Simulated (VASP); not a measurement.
# Al (P6_3/mmc) in VASP: single point with PBEsol

Aim: the single point of Al with PBEsol.

Everything below comes from runs of VASP 6.6.1. Logs are shortened: lines on timing, memory, paths and dates and some standing lists are left out, and cuts for length are marked.

### 1 The cell of the first run

The structure is hexagonal, space group P6_3/mmc (No. 194). The conventional cell has a = 2.812 Å, b = 2.812 Å, c = 4.867 Å, α = 90.00°, β = 90.00°, γ = 120.00°. Within 3.7 Å of Al (site symmetry -6m2) lie 12 Al at 2.81 to 2.93 Å.

### 2 Single point, PBEsol

The input, INCAR:

```
PREC = Accurate
ENCUT = 500
EDIFF = 1E-6
ISMEAR = -1
SIGMA = 0.1
LREAL = F
LASPH = T
NELM = 120
ALGO = Normal
ISIF = 2
LWAVE = F
LCHARG = F
GGA = PS
NBANDS = 10
GGA_COMPAT = F
```

The input, KPOINTS:

```
Automatic mesh
0
Gamma
  8 8 4
```

The input, POSCAR:

```
Al
1.0
    2.8124550000      0.0000000000      0.0000000000
   -1.4062280000      2.4356580000      0.0000000000
    0.0000000000      0.0000000000      4.8668500000
Al
2
Direct
    0.6666666667      0.3333333333      0.7500000000
    0.3333333333      0.6666666667      0.2500000000
```

Potentials or basis: VASP PAW PBE potentials, release 64 (Al).

Command:

```console
cat potpaw_PBE.64/Al/POTCAR > POTCAR
mpirun -np 1 vasp_std > vasp.out
```

OUTCAR:

```text
PREC = Accurate
   ENCUT = 500
   EDIFF = 1E-6
   ISMEAR = -1
   LREAL = F
   LASPH = T
   NELM = 120
   ISIF = 2
   GGA = PS

 ion  position               nearest neighbor table
   1  0.667  0.333  0.750-   2 2.93   2 2.93   2 2.93   2 2.93   2 2.93   2 2.93
   2  0.333  0.667  0.250-   1 2.93   1 2.93   1 2.93   1 2.93   1 2.93   1 2.93

  LATTYP: Found a hexagonal cell.
 ALAT       =     2.8124550000
 C/A-ratio  =     1.7304632430

  Lattice vectors:

 A1 = (   2.8124550000,   0.0000000000,   0.0000000000)
 A2 = (  -1.4062280000,   2.4356580000,   0.0000000000)
 A3 = (   0.0000000000,   0.0000000000,   4.8668500000)

Analysis of symmetry for initial positions (statically):
=====================================================================
 Subroutine PRICEL returns:
 Original cell was already a primitive cell.

 Routine SETGRP: Setting up the symmetry group for a
 hexagonal supercell.

 Subroutine GETGRP returns: Found 24 space group operations
 (whereof 12 operations were pure point group operations)
 out of a pool of 24 trial point group operations.

The static configuration has the point symmetry D_3d.
 The point group associated with its full space group is D_6h.

Analysis of symmetry for dynamics (positions and initial velocities):
=====================================================================
 Subroutine PRICEL returns:
 Original cell was already a primitive cell.

 Routine SETGRP: Setting up the symmetry group for a
 hexagonal supercell.

 Subroutine GETGRP returns: Found 24 space group operations
 (whereof 12 operations were pure point group operations)
 out of a pool of 24 trial point group operations.

The dynamic configuration has the point symmetry D_3d.
 The point group associated with its full space group is D_6h.

 Subroutine INISYM returns: Found 24 space group operations
 (whereof 12 operations are pure point group operations),
 and found     1 'primitive' translations

----------------------------------------------------------------------------------------

                                     Primitive cell

  volume of cell :      33.3388

  direct lattice vectors                    reciprocal lattice vectors
     2.812455000  0.000000000  0.000000000     0.355561245  0.205283409  0.000000000
    -1.406228000  2.435658000  0.000000000     0.000000000  0.410566672  0.000000000
     0.000000000  0.000000000  4.866850000     0.000000000  0.000000000  0.205471712

  length of vectors
     2.812455000  2.812455703  4.866850000     0.410566775  0.410566672  0.205471712

  position of ions in fractional coordinates (direct lattice)
     0.666666667  0.333333333  0.750000000
     0.333333333  0.666666667  0.250000000

  ion indices of the primitive-cell ions
   primitive index   ion index
                 1           1
                 2           2

----------------------------------------------------------------------------------------

 KPOINTS: Automatic mesh

Automatic generation of k-mesh.
 Grid dimensions read from file:
 generate k-points for:    8    8    4

 Generating k-lattice:

  Cartesian coordinates                     Fractional coordinates (reciprocal lattice)
     0.044445156  0.025660426  0.000000000     0.125000000  0.000000000  0.000000000
     0.000000000  0.051320834  0.000000000     0.000000000  0.125000000  0.000000000
     0.000000000  0.000000000  0.051367928     0.000000000  0.000000000  0.250000000

  Length of vectors
     0.051320847  0.051320834  0.051367928

  Shift w.r.t. Gamma in fractional coordinates (k-lattice)
     0.000000000  0.000000000  0.000000000

 Subroutine IBZKPT returns following result:
 ===========================================

 Found     30 irreducible k-points:

 Following reciprocal coordinates:
            Coordinates               Weight
  0.000000  0.000000  0.000000      1.000000
  0.125000  0.000000  0.000000      6.000000
  0.250000  0.000000  0.000000      6.000000
  0.375000 -0.000000  0.000000      6.000000
  0.500000  0.000000  0.000000      3.000000
  0.125000  0.125000  0.000000      6.000000
[... 16 lines left out ...]
  0.250000  0.000000  0.500000      6.000000
  0.375000 -0.000000  0.500000      6.000000
 [... further k-points ...]
   k-points           NKPTS =     30   k-points in BZ     NKDIM =     30   number of bands    NBANDS=     10
   number of dos      NEDOS =    301   number of ions     NIONS =      2
   total plane-waves  NPLWV =  20736
   dimension x,y,z NGX =    24 NGY =   24 NGZ =   36
   dimension x,y,z NGXF=    48 NGYF=   48 NGZF=   72
   ions per type =               2
   NGX,Y,Z   is equivalent  to a cutoff of  14.19, 14.19, 12.30 a.u.
   NGXF,Y,Z  is equivalent  to a cutoff of  28.37, 28.37, 24.59 a.u.
 SYSTEM =  unknown system
   PREC   = accura    normal or accurate (medium, high low for compatibility)
   ISTART =      0    job   : 0-new  1-cont  2-samecut
   ICHARG =      2    charge: 1-file 2-atom 10-const
   ISPIN  =      1    spin polarized calculation?
   LNONCOLLINEAR =      F non collinear calculations
   LSORBIT =      F    spin-orbit coupling
   LASPH  =      T    aspherical Exc in radial PAW
   ENCUT  =  500.0 eV  36.75 Ry    6.06 a.u.   5.13  5.13  8.87*2*pi/ulx,y,z
   NELM   =    120;   NELMIN=  2; NELMDL= -5     # of ELM steps
   EDIFF  = 0.1E-05   stopping-criterion for ELM
   LREAL  =      F    real-space projection
   EDIFFG = 0.1E-04   stopping-criterion for IOM
   NSW    =      0    number of steps for IOM
   IBRION =     -1    ionic relax: 0-MD 1-quasi-New 2-CG
   NFREE  =      0    steps in history (QN), initial steepest desc. (CG)
   ISIF   =      2    stress and relaxation
   ISYM   =      2    0-nonsym 1-usesym 2-fastsym
   POTIM  = 0.5000    time-step for ionic-motion
   TEBEG  =    0.0;   TEEND  =   0.0 temperature during run
   PSTRESS=    0.0 pullay stress
   NELECT =       6.0000    total number of electrons
   NUPDOWN=      -1.0000    fix difference up-down
   EMIN   =  10.00;   EMAX   =-10.00  energy-range for DOS
   EFERMI =   0.00;   METHOD = LEGACY
   ISMEAR =    -1;   SIGMA  =   0.10  broadening in eV -4-tet -1-fermi 0-gaus
   EFERMI_NEDOS =   21; number of points for ismear=-14 and -15
   IALGO  =     38    algorithm
   IMIX   =      4    mixing-type and parameters
     AMIX     =   0.40;   BMIX     =  1.00
     AMIX_MAG =   1.60;   BMIX_MAG =  1.00
  volume/ion in A,a.u.               =      16.67       112.49
  Fermi-wavevector in a.u.,A,eV,Ry     =   0.924291  1.746656 11.623641  0.854313
  Thomas-Fermi vector in A             =   2.050021
   LORBIT       =      0    0 simple, 1 ext, 2 COOP (PROOUT), +10 PAW based schemes
   GGA     = PS    functional components
   LHFCALC =     F    Hartree Fock is set to
   AEXX    =    0.0000 exact exchange contribution
   IVDW    =     0    specifies the selected vdW correction
   LEPSILON=     F    determine dielectric tensor
   LRPA    =     F    only Hartree local field effects (RPA)
 non-spin polarized calculation
  energy-cutoff  :      500.00
  volume of cell :       33.34
 maximum number of plane-waves:       862
 NGX is ok and might be reduce to    24
   NGX = 11   NGY = 11   NGZ = 17

 number of electron       6.0000000 magnetization

 Free energy of the ion-electron system (eV)
  ---------------------------------------------------
  ext. energy  EPLUGINS =         0.00000000
  ---------------------------------------------------
  free energy    TOTEN  =        -8.04711964 eV

  energy without entropy =       -8.00226498  energy(sigma->0) =       -8.02469231

 E-fermi :   7.7840     XC(G=0): -10.2198

 val. band max:        7.7235546014   @ k =   0.2500   0.2500   0.2500
 cond. band min:       7.9576413288   @ k =   0.3750   0.2500   0.2500
 fundamental gap:      0.2340867274
 Fermi energy:         7.7840421164

 k-point     1 :       0.0000    0.0000    0.0000
  band No.  band energies     occupation
      1      -3.2213      2.00000
      2       2.7830      2.00000
      3       3.0087      2.00000
      4      18.9768      0.00000
      5      19.2557      0.00000
      6      19.2558      0.00000
      7      19.4792      0.00000
      8      19.4792      0.00000
      9      20.2024      0.00000
     10      22.5457      0.00000

 k-point     2 :       0.1250    0.0000    0.0000
  band No.  band energies     occupation
      1      -2.8320      2.00000
      2       3.1639      2.00000
      3       3.3724      2.00000
      4      14.8785      0.00000
      5      17.0461      0.00000
      6      18.1377      0.00000
      7      19.4930      0.00000
      8      20.1634      0.00000
      9      21.1099      0.00000
     10      21.1484      0.00000

 k-point     3 :       0.2500    0.0000    0.0000
  band No.  band energies     occupation
      1      -1.6710      2.00000
      2       4.2835      2.00000
      3       4.4633      2.00000
      4      10.3328      0.00000
      5      15.3948      0.00000
      6      15.4066      0.00000
      7      16.1280      0.00000
      8      17.1955      0.00000
      9      20.3155      0.00000
     10      20.9888      0.00000

 k-point     4 :       0.3750   -0.0000    0.0000
  band No.  band energies     occupation
      1       0.2418      2.00000
      2       5.6680      2.00000
      3       6.2762      2.00000
      4       6.8030      1.99989
      5      11.9296      0.00000
      6      12.1763      0.00000
      7      14.4071      0.00000
      8      16.0089      0.00000
      9      19.4482      0.00000
     10      20.0753      0.00000

 k-point     5 :       0.5000    0.0000    0.0000
  band No.  band energies     occupation
      1       2.8173      2.00000
      2       2.9173      2.00000
      3       8.4499      0.00256
      4       8.4528      0.00249
      5       9.1774      0.00000
      6       9.2791      0.00000
      7      14.0786      0.00000
      8      15.6209      0.00000
      9      19.1598      0.00000
     10      19.7039      0.00000

 k-point     6 :       0.1250    0.1250    0.0000
  band No.  band energies     occupation
      1      -2.0569      2.00000
      2       3.9154      2.00000
      3       4.0998      2.00000
      4      12.7064      0.00000
      5      12.8748      0.00000
      6      17.8910      0.00000
      7      18.0591      0.00000
      8      18.3092      0.00000
      9      19.3871      0.00000
     10      20.3008      0.00000
[... 183 lines left out ...]
 k-point    21 :       0.0000    0.0000    0.5000
  band No.  band energies     occupation
      1      -1.6690      2.00000
      2      -1.6690      2.00000
      3      10.2211      0.00000
      4      10.2211      0.00000
      5      20.2920      0.00000
      6      20.2920      0.00000
      7      20.2920      0.00000
      8      20.2920      0.00000
      9      21.1036      0.00000
     10      21.1036      0.00000

 k-point    22 :       0.1250    0.0000    0.5000
  band No.  band energies     occupation
      1      -1.2838      2.00000
      2      -1.2838      2.00000
      3      10.5551      0.00000
      4      10.5551      0.00000
      5      16.3104      0.00000
      6      16.3104      0.00000
      7      18.3561      0.00000
      8      18.3561      0.00000
      9      20.2369      0.00000
     10      20.2369      0.00000

 k-point    23 :       0.2500    0.0000    0.5000
  band No.  band energies     occupation
      1      -0.1351      2.00000
      2      -0.1351      2.00000
      3      11.1136      0.00000
      4      11.1136      0.00000
      5      12.2815      0.00000
      6      12.2815      0.00000
      7      16.7206      0.00000
      8      16.7206      0.00000
      9      18.5102      0.00000
     10      18.5102      0.00000

 k-point    24 :       0.3750   -0.0000    0.5000
  band No.  band energies     occupation
      1       1.7540      2.00000
      2       1.7540      2.00000
      3       7.7096      1.35571
      4       7.7096      1.35571
      5      13.4069      0.00000
      6      13.4069      0.00000
      7      15.7357      0.00000
      8      15.7357      0.00000
      9      17.1536      0.00000
     10      17.1536      0.00000

 [... further k-points ...]
[... 5 lines left out ...]
  --------------------------------------------------------------------------------------
  -------------------------------------------------------------------------------------
  Total       -0.5452409     -0.5452412      0.1043118      0.0000001      0.0000000      0.0000000
  in kB      -26.2028886    -26.2028999      5.0129571      0.0000054      0.0000000      0.0000000
  external PRESSURE =     -15.7976105 kB  Pullay stress =       0.0000000 kB

 VOLUME and BASIS-vectors are now :
 -----------------------------------------------------------------------------
  energy-cutoff  :      500.00
  volume of cell :       33.34
      direct lattice vectors                 reciprocal lattice vectors
     2.812455000  0.000000000  0.000000000     0.355561245  0.205283409  0.000000000
    -1.406228000  2.435658000  0.000000000     0.000000000  0.410566672  0.000000000
     0.000000000  0.000000000  4.866850000     0.000000000  0.000000000  0.205471712

 POSITION                                       TOTAL-FORCE (eV/Angst)
 -----------------------------------------------------------------------------------
      1.40623      0.81189      3.65014        -0.000000     -0.000000      0.000000
     -0.00000      1.62377      1.21671         0.000000      0.000000      0.000000
 -----------------------------------------------------------------------------------
    total drift:                                0.000000     -0.000000     -0.000000

  FREE ENERGIE OF THE ION-ELECTRON SYSTEM (eV)
  ---------------------------------------------------
  free  energy   TOTEN  =        -8.0471196421 eV

  energy  without entropy=       -8.0022649772  energy(sigma->0) =       -8.02469231
```

Wall time 6.7 s (1 thread of Intel Xeon Platinum 8488C (Sapphire Rapids), shared host); peak memory 0.14 GiB.

Results:

```yaml
Free_energy: -8.0471 eV
Pressure: -1.6 GPa
Band_gap_on_the_k_mesh: zero (band 3 reaches 11.17 eV, above the bottom of band 4 at 4.76 eV)
```

Levels at points of the mesh, in eV from the Fermi level:
```tsv
k point	band 1	band 2	band 3	band 4	band 5	band 6	band 7	band 8
(0.00, 0.00, 0.00)	-11.01	-5.00	-4.78	11.19	11.47	11.47	11.70	11.70
(0.50, 0.00, 0.00)	-4.97	-4.87	0.67	0.67	1.39	1.50	6.29	7.84
(0.00, 0.00, 0.50)	-9.45	-9.45	2.44	2.44	12.51	12.51	12.51	12.51
(0.50, 0.00, 0.50)	-3.75	-3.75	-3.03	-3.03	7.47	7.47	7.62	7.62
```

Caveat: the PAW data sets were made with another functional, which shifts forces and pressure a little.
